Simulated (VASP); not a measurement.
# GaSb (I-4m2) in VASP: further runs

The runs below take GaSb through single point, with r2SCAN.

Program: VASP 6.6.1. These are calculated values, not measurements. Logs are shortened: lines on timing, memory, paths and dates and some standing lists are left out, and cuts for length are marked.

### Step 1. The cell of the first run

It takes space group I-4m2 (No. 119, tetragonal). The conventional cell has a = 4.326 Å, b = 4.326 Å, c = 6.026 Å, α = 90.00°, β = 90.00°, γ = 90.00°. Ga (site symmetry -4m2) has 4 Sb at 2.64 Å within 3.5 Å. Within 3.5 Å of Sb (site symmetry -4m2) lie 4 Ga at 2.64 Å.

### Step 2. Single point, r2SCAN (strain -0.0150 x Voigt [0, 1, 0, 0, 0, 0])

POSCAR reads:

```
GaSb
1.0
    0.0000000000      3.0131150000      3.0590000000
    3.0590000000      0.0000000000      3.0590000000
    3.0590000000      3.0131150000      0.0000000000
Ga Sb
1 1
Direct
    0.0000000000      0.0000000000      0.0000000000
    0.7500000000      0.7500000000      0.7500000000
```

INCAR.step1 reads:

```
PREC = Accurate ; ENCUT = 520
ISMEAR = 0 ; SIGMA = 0.05
LREAL = F ; LASPH = T
NELM = 80 ; NBANDS = 16
GGA = PE ; ALGO = Normal
EDIFF = 1E-4 ; LWAVE = T
LCHARG = F
```

INCAR.step2 reads:

```
PREC = Accurate ; ENCUT = 520
EDIFF = 1E-6 ; ISMEAR = 0
SIGMA = 0.05 ; LREAL = F
LASPH = T ; NELM = 80
ALGO = Normal ; ISIF = 2
LWAVE = F ; LCHARG = F
METAGGA = R2SCAN ; LMIXTAU = T
NBANDS = 16 ; ISTART = 1
```

KPOINTS reads:

```
Automatic mesh
0
Gamma
  6 6 6
```

Potentials or basis: VASP PAW PBE potentials, release 64 (Ga_d, Sb).

On the command line:

```bash
$ cat potpaw_PBE.64/Ga_d/POTCAR potpaw_PBE.64/Sb/POTCAR > POTCAR
$ cp INCAR.step1 INCAR
$ mpirun -np 1 vasp_std > vasp.out
$ cp INCAR.step2 INCAR
$ mpirun -np 1 vasp_std > vasp.out
```

OUTCAR:

```text
PREC = Accurate
   ENCUT = 520
   EDIFF = 1E-6
   ISMEAR = 0
   LREAL = F
   LASPH = T
   NELM = 80
   ISIF = 2
   METAGGA = R2SCAN
   ISTART = 1

 ion  position               nearest neighbor table
   1  0.000  0.000  0.000-   2 2.64   2 2.64   2 2.64   2 2.64
   2  0.750  0.750  0.750-   1 2.64   1 2.64   1 2.64   1 2.64

  LATTYP: Found a body centered tetragonal cell.
 ALAT       =     4.3260792873
 C/A-ratio  =     1.3930003589

  Lattice vectors:

 A1 = (   0.0000000000,  -3.0131150000,   3.0590000000)
 A2 = (   0.0000000000,  -3.0131150000,  -3.0590000000)
 A3 = (   3.0590000000,   3.0131150000,   0.0000000000)

Analysis of symmetry for initial positions (statically):
=====================================================================
 Subroutine PRICEL returns:
 Original cell was already a primitive cell.

 Routine SETGRP: Setting up the symmetry group for a
 body centered tetragonal supercell.

 Subroutine GETGRP returns: Found  8 space group operations
 (whereof  8 operations were pure point group operations)
 out of a pool of 16 trial point group operations.

The static configuration has the point symmetry D_2d.

Analysis of symmetry for dynamics (positions and initial velocities):
=====================================================================
 Subroutine PRICEL returns:
 Original cell was already a primitive cell.

 Routine SETGRP: Setting up the symmetry group for a
 body centered tetragonal supercell.

 Subroutine GETGRP returns: Found  8 space group operations
 (whereof  8 operations were pure point group operations)
 out of a pool of 16 trial point group operations.

The dynamic configuration has the point symmetry D_2d.

 Subroutine INISYM returns: Found  8 space group operations
 (whereof  8 operations are pure point group operations),
 and found     1 'primitive' translations

----------------------------------------------------------------------------------------

                                     Primitive cell

  volume of cell :      56.3903

  direct lattice vectors                    reciprocal lattice vectors
     0.000000000  3.013115000  3.059000000    -0.163452109  0.165941227  0.163452109
     3.059000000  0.000000000  3.059000000     0.163452109 -0.165941227  0.163452109
     3.059000000  3.013115000  0.000000000     0.163452109  0.165941227 -0.163452109

  length of vectors
     4.293756281  4.326079287  4.293756281     0.284551708  0.284551708  0.284551708

  position of ions in fractional coordinates (direct lattice)
     0.000000000  0.000000000  0.000000000
     0.750000000  0.750000000  0.750000000

  ion indices of the primitive-cell ions
   primitive index   ion index
                 1           1
                 2           2

----------------------------------------------------------------------------------------

 KPOINTS: Automatic mesh

Automatic generation of k-mesh.
 Grid dimensions read from file:
 generate k-points for:    6    6    6

 Generating k-lattice:

  Cartesian coordinates                     Fractional coordinates (reciprocal lattice)
    -0.027242018  0.027656871  0.027242018     0.166666667  0.000000000  0.000000000
     0.027242018 -0.027656871  0.027242018    -0.000000000  0.166666667 -0.000000000
     0.027242018  0.027656871 -0.027242018     0.000000000  0.000000000  0.166666667

  Length of vectors
     0.047425285  0.047425285  0.047425285

  Shift w.r.t. Gamma in fractional coordinates (k-lattice)
     0.000000000  0.000000000  0.000000000

 Subroutine IBZKPT returns following result:
 ===========================================

 Found     30 irreducible k-points:

 Following reciprocal coordinates:
            Coordinates               Weight
  0.000000  0.000000  0.000000      1.000000
  0.166667  0.000000  0.000000      8.000000
  0.333333  0.000000  0.000000      8.000000
  0.500000  0.000000 -0.000000      4.000000
  0.166667  0.166667  0.000000      4.000000
  0.333333  0.166667 -0.000000     16.000000
[... 16 lines left out ...]
  0.333333 -0.333333  0.166667     16.000000
  0.500000 -0.333333  0.166667      4.000000
 [... further k-points ...]
   k-points           NKPTS =     30   k-points in BZ     NKDIM =     30   number of bands    NBANDS=     16
   number of dos      NEDOS =    301   number of ions     NIONS =      2
   total plane-waves  NPLWV =  32768
   dimension x,y,z NGX =    32 NGY =   32 NGZ =   32
   dimension x,y,z NGXF=    64 NGYF=   64 NGZF=   64
   ions per type =               1   1
   NGX,Y,Z   is equivalent  to a cutoff of  12.39, 12.30, 12.39 a.u.
   NGXF,Y,Z  is equivalent  to a cutoff of  24.78, 24.59, 24.78 a.u.
 SYSTEM =  unknown system
   PREC   = accura    normal or accurate (medium, high low for compatibility)
   ISTART =      1    job   : 0-new  1-cont  2-samecut
   ICHARG =      0    charge: 1-file 2-atom 10-const
   ISPIN  =      1    spin polarized calculation?
   LNONCOLLINEAR =      F non collinear calculations
   LSORBIT =      F    spin-orbit coupling
   LASPH  =      T    aspherical Exc in radial PAW
   ENCUT  =  520.0 eV  38.22 Ry    6.18 a.u.   7.98  8.04  7.98*2*pi/ulx,y,z
   NELM   =     80;   NELMIN=  2; NELMDL=  0     # of ELM steps
   EDIFF  = 0.1E-05   stopping-criterion for ELM
   LREAL  =      F    real-space projection
   EDIFFG = 0.1E-04   stopping-criterion for IOM
   NSW    =      0    number of steps for IOM
   IBRION =     -1    ionic relax: 0-MD 1-quasi-New 2-CG
   NFREE  =      0    steps in history (QN), initial steepest desc. (CG)
   ISIF   =      2    stress and relaxation
   ISYM   =      2    0-nonsym 1-usesym 2-fastsym
   POTIM  = 0.5000    time-step for ionic-motion
   TEBEG  =    0.0;   TEEND  =   0.0 temperature during run
   PSTRESS=    0.0 pullay stress
   NELECT =      18.0000    total number of electrons
   NUPDOWN=      -1.0000    fix difference up-down
   EMIN   =  10.00;   EMAX   =-10.00  energy-range for DOS
   EFERMI =   0.00;   METHOD = LEGACY
   ISMEAR =     0;   SIGMA  =   0.05  broadening in eV -4-tet -1-fermi 0-gaus
   EFERMI_NEDOS =   21; number of points for ismear=-14 and -15
   IALGO  =     38    algorithm
   IMIX   =      4    mixing-type and parameters
     AMIX     =   0.40;   BMIX     =  1.00
     AMIX_MAG =   1.60;   BMIX_MAG =  1.00
  volume/ion in A,a.u.               =      28.20       190.27
  Fermi-wavevector in a.u.,A,eV,Ry     =   1.118830  2.114282 17.031509  1.251781
  Thomas-Fermi vector in A             =   2.255464
   LORBIT       =      0    0 simple, 1 ext, 2 COOP (PROOUT), +10 PAW based schemes
   METAGGA = R2SCAN    functional components
   LHFCALC =     F    Hartree Fock is set to
   AEXX    =    0.0000 exact exchange contribution
   IVDW    =     0    specifies the selected vdW correction
   LEPSILON=     F    determine dielectric tensor
   LRPA    =     F    only Hartree local field effects (RPA)
 non-spin polarized calculation
 Gauss-broadening in eV      SIGMA  =   0.05
  energy-cutoff  :      520.00
  volume of cell :       56.39
 maximum number of plane-waves:      1532
   NGX = 15   NGY = 17   NGZ = 15

 number of electron      17.9999986 magnetization

 Free energy of the ion-electron system (eV)
  ---------------------------------------------------
  ext. energy  EPLUGINS =         0.00000000
  ---------------------------------------------------
  free energy    TOTEN  =       -37.57238096 eV

  energy without entropy =      -37.57238096  energy(sigma->0) =      -37.57238096

 E-fermi :   5.2050     XC(G=0):  -9.7886

 val. band max:        4.9100413721   @ k =   0.0000   0.0000   0.0000
 cond. band min:       5.4117277555   @ k =   0.0000   0.0000   0.0000
 fundamental gap:      0.5016863834
 Fermi energy:         5.2049798623

 k-point     1 :       0.0000    0.0000    0.0000
  band No.  band energies     occupation
      1     -10.6879      2.00000
      2     -10.6879      2.00000
      3     -10.6859      2.00000
      4     -10.6290      2.00000
      5     -10.6270      2.00000
      6      -7.1925      2.00000
[... 8 lines left out ...]
     15      13.7640      0.00000
     16      14.0121      0.00000

 k-point     2 :       0.1667    0.0000    0.0000
  band No.  band energies     occupation
      1     -10.6955      2.00000
      2     -10.6844      2.00000
      3     -10.6831      2.00000
      4     -10.6294      2.00000
      5     -10.6273      2.00000
      6      -6.8890      2.00000
[... 8 lines left out ...]
     15      12.8293      0.00000
     16      12.9714      0.00000

 k-point     3 :       0.3333    0.0000    0.0000
  band No.  band energies     occupation
      1     -10.7113      2.00000
      2     -10.6781      2.00000
      3     -10.6768      2.00000
      4     -10.6295      2.00000
      5     -10.6270      2.00000
      6      -6.0769      2.00000
[... 8 lines left out ...]
     15      13.4475      0.00000
     16      13.4656      0.00000

 k-point     4 :       0.5000    0.0000   -0.0000
  band No.  band energies     occupation
      1     -10.7190      2.00000
      2     -10.6754      2.00000
      3     -10.6742      2.00000
      4     -10.6291      2.00000
      5     -10.6264      2.00000
      6      -5.4299      2.00000
[... 8 lines left out ...]
     15      15.3561      0.00000
     16      15.4681      0.00000

 k-point     5 :       0.1667    0.1667    0.0000
  band No.  band energies     occupation
      1     -10.7020      2.00000
      2     -10.6808      2.00000
      3     -10.6793      2.00000
      4     -10.6304      2.00000
      5     -10.6271      2.00000
      6      -6.7888      2.00000
[... 8 lines left out ...]
     15      12.9853      0.00000
     16      14.3182      0.00000

 k-point     6 :       0.3333    0.1667   -0.0000
  band No.  band energies     occupation
      1     -10.7147      2.00000
      2     -10.6749      2.00000
      3     -10.6732      2.00000
      4     -10.6321      2.00000
      5     -10.6266      2.00000
      6      -6.1303      2.00000
[... 8 lines left out ...]
     15      14.1407      0.00000
     16      14.5684      0.00000

 k-point     7 :       0.5000    0.1667    0.0000
  band No.  band energies     occupation
      1     -10.7225      2.00000
      2     -10.6723      2.00000
      3     -10.6701      2.00000
      4     -10.6309      2.00000
      5     -10.6272      2.00000
      6      -5.2895      2.00000
[... 8 lines left out ...]
     15      15.2609      0.00000
     16      15.4826      0.00000

 k-point     8 :      -0.3333    0.1667    0.0000
  band No.  band energies     occupation
      1     -10.7192      2.00000
      2     -10.6732      2.00000
      3     -10.6727      2.00000
      4     -10.6305      2.00000
      5     -10.6275      2.00000
      6      -5.5311      2.00000
[... 8 lines left out ...]
     15      13.6600      0.00000
     16      15.3135      0.00000

 k-point     9 :      -0.1667    0.1667    0.0000
  band No.  band energies     occupation
      1     -10.7068      2.00000
      2     -10.6795      2.00000
      3     -10.6776      2.00000
      4     -10.6308      2.00000
      5     -10.6269      2.00000
      6      -6.4032      2.00000
[... 8 lines left out ...]
     15      13.8338      0.00000
     16      13.9428      0.00000
[... 172 lines left out ...]
 k-point    19 :       0.5000    0.3333    0.1667
  band No.  band energies     occupation
      1     -10.7244      2.00000
      2     -10.6701      2.00000
      3     -10.6671      2.00000
      4     -10.6334      2.00000
      5     -10.6270      2.00000
      6      -5.3860      2.00000
[... 8 lines left out ...]
     15      14.5487      0.00000
     16      16.5426      0.00000

 k-point    20 :      -0.3333    0.3333    0.1667
  band No.  band energies     occupation
      1     -10.7279      2.00000
      2     -10.6692      2.00000
      3     -10.6642      2.00000
      4     -10.6318      2.00000
      5     -10.6290      2.00000
      6      -4.8038      2.00000
[... 8 lines left out ...]
     15      15.8479      0.00000
     16      16.0780      0.00000

 k-point    21 :       0.3333    0.5000    0.1667
  band No.  band energies     occupation
      1     -10.7244      2.00000
      2     -10.6703      2.00000
      3     -10.6670      2.00000
      4     -10.6338      2.00000
      5     -10.6266      2.00000
      6      -5.3873      2.00000
[... 8 lines left out ...]
     15      14.3639      0.00000
     16      16.5748      0.00000

 k-point    22 :      -0.3333    0.5000    0.1667
  band No.  band energies     occupation
      1     -10.7330      2.00000
      2     -10.6650      2.00000
      3     -10.6604      2.00000
      4     -10.6360      2.00000
      5     -10.6268      2.00000
      6      -4.4961      2.00000
[... 8 lines left out ...]
     15      15.3634      0.00000
     16      16.7634      0.00000

 k-point    23 :       0.3333   -0.3333    0.1667
  band No.  band energies     occupation
      1     -10.7280      2.00000
      2     -10.6694      2.00000
      3     -10.6643      2.00000
      4     -10.6342      2.00000
      5     -10.6268      2.00000
      6      -4.7890      2.00000
[... 8 lines left out ...]
     15      16.0541      0.00000
     16      16.2965      0.00000

 k-point    24 :       0.5000   -0.3333    0.1667
  band No.  band energies     occupation
      1     -10.7331      2.00000
      2     -10.6653      2.00000
      3     -10.6602      2.00000
      4     -10.6368      2.00000
      5     -10.6262      2.00000
      6      -4.4859      2.00000
[... 8 lines left out ...]
     15      15.6579      0.00000
     16      17.0555      0.00000

 [... further k-points ...]

------------------------ aborting loop because EDIFF is reached ----------------------------------------

  FORCE on cell =-STRESS in cart. coord.  units (eV):
  Direction    XX          YY          ZZ          XY          YZ          ZX
  --------------------------------------------------------------------------------------
  -------------------------------------------------------------------------------------
  Total        0.3808057      0.6356853      0.3808057      0.0000000      0.0000000      0.0000000
  in kB       10.8195536     18.0612617     10.8195536      0.0000000      0.0000000      0.0000000
  external PRESSURE =      13.2334563 kB  Pullay stress =       0.0000000 kB

 VOLUME and BASIS-vectors are now :
 -----------------------------------------------------------------------------
  energy-cutoff  :      520.00
  volume of cell :       56.39
      direct lattice vectors                 reciprocal lattice vectors
     0.000000000  3.013115000  3.059000000    -0.163452109  0.165941227  0.163452109
     3.059000000  0.000000000  3.059000000     0.163452109 -0.165941227  0.163452109
     3.059000000  3.013115000  0.000000000     0.163452109  0.165941227 -0.163452109

 POSITION                                       TOTAL-FORCE (eV/Angst)
 -----------------------------------------------------------------------------------
      0.00000      0.00000      0.00000         0.000000      0.000000      0.000000
      4.58850      4.51967      4.58850        -0.000000     -0.000000     -0.000000
 -----------------------------------------------------------------------------------
    total drift:                                0.000004     -0.000003      0.000004

  FREE ENERGIE OF THE ION-ELECTRON SYSTEM (eV)
  ---------------------------------------------------
  free  energy   TOTEN  =       -37.5723809574 eV

  energy  without entropy=      -37.5723809574  energy(sigma->0) =      -37.57238096
```

It took 78 s on 1 thread of AMD EPYC 7R43 (Zen 3), shared host; peak memory 0.16 GiB.

Results:

| Quantity | Value |
| --- | --- |
| Free energy | -37.5724 eV |
| Pressure | 1.3 GPa |
| Band gap on the k mesh | 0.50 eV, direct |

Levels at points of the mesh, in eV from the valence-band top:
```tsv
k point	band 5	band 6	band 7	band 8	band 9	band 10	band 11	band 12	band 13	band 14
(0.00, 0.00, 0.00)	-15.54	-12.10	-0.09	-0.09	0.00	0.50	2.88	2.93	2.93	6.31
(0.50, 0.00, 0.00)	-15.54	-10.34	-6.72	-1.36	-1.24	0.65	3.91	3.99	6.85	9.99
(0.50, 0.50, 0.00)	-15.53	-9.45	-7.21	-2.79	-2.77	1.08	1.42	9.29	9.29	10.83
(0.50, 0.00, 0.50)	-15.53	-9.39	-7.14	-2.88	-2.88	0.96	1.32	9.31	9.31	10.89
```

Caveat: the cell differs from its parent crystal (strain -0.0150 x Voigt [0, 1, 0, 0, 0, 0]); the PAW data sets were made with another functional, which shifts forces and pressure a little; spin-orbit coupling is left out, which moves the levels of the heavy elements. A k mesh can miss the band edges.

### Step 3. Single point, r2SCAN (strain -0.0050 x Voigt [0, 1, 0, 0, 0, 0])

POSCAR reads:

```
GaSb
1.0
    0.0000000000      3.0437050000      3.0590000000
    3.0590000000      0.0000000000      3.0590000000
    3.0590000000      3.0437050000      0.0000000000
Ga Sb
1 1
Direct
    0.0000000000      0.0000000000      0.0000000000
    0.7500000000      0.7500000000      0.7500000000
```

INCAR.step1 reads:

```
SYSTEM = GaSb
PREC = Accurate
ENCUT = 520
ISMEAR = 0
SIGMA = 0.05
LREAL = .False.
LASPH = .True.
NELM = 60
NBANDS = 16
GGA = PE
ALGO = Normal
EDIFF = 1E-4
LWAVE = .True.
LCHARG = .False.
```

INCAR.step2 reads:

```
SYSTEM = GaSb
PREC = Accurate
ENCUT = 520
EDIFF = 1E-6
ISMEAR = 0
SIGMA = 0.05
LREAL = .False.
LASPH = .True.
NELM = 60
ALGO = Normal
ISIF = 2
LWAVE = .False.
LCHARG = .True.
METAGGA = R2SCAN
LMIXTAU = .True.
LELF = .True.
LVHAR = .True.
NBANDS = 16
ISTART = 1
```

KPOINTS reads:

```
regular mesh
0
Gamma
  6 6 6
  0 0 0
```

Potentials or basis: VASP PAW PBE potentials, release 64 (Ga_d, Sb).

On the command line:

```bash
$ cat potpaw_PBE.64/Ga_d/POTCAR potpaw_PBE.64/Sb/POTCAR > POTCAR
$ cp INCAR.step1 INCAR
$ mpirun -np 1 vasp_std > vasp.out
$ cp INCAR.step2 INCAR
$ mpirun -np 1 vasp_std > vasp.out
```

It took 1.7 min on 1 thread of AMD EPYC 7R43 (Zen 3), shared host; peak memory 0.16 GiB.

It converged, with:

```yaml
Free_energy: -37.5772 eV
Pressure: 0.7 GPa
Band_gap_on_the_k_mesh: 0.47 eV, direct
```

Stress tensor (GPa, compression positive):
```
0.66 0.00 0.00
0.00 0.90 0.00
0.00 0.00 0.66
```

Levels at points of the mesh, in eV from the valence-band top:
| k point | band 6 | band 7 | band 8 | band 9 | band 10 | band 11 | band 12 | band 13 |
| --- | --- | --- | --- | --- | --- | --- | --- | --- |
| (0.00, 0.00, 0.00) | -11.99 | -0.03 | -0.03 | 0.00 | 0.47 | 2.94 | 2.96 | 2.96 |
| (0.50, 0.00, 0.00) | -10.25 | -6.63 | -1.26 | -1.22 | 0.67 | 3.98 | 4.00 | 6.90 |
| (0.50, 0.50, 0.00) | -9.36 | -7.10 | -2.73 | -2.72 | 1.10 | 1.46 | 9.27 | 9.27 |
| (0.50, 0.00, 0.50) | -9.34 | -7.08 | -2.76 | -2.76 | 1.06 | 1.42 | 9.28 | 9.28 |

Caveat: the cell differs from its parent crystal (strain -0.0050 x Voigt [0, 1, 0, 0, 0, 0]); the PAW data sets were made with another functional, which shifts forces and pressure a little; spin-orbit coupling is left out, which moves the levels of the heavy elements. A k mesh can miss the band edges.
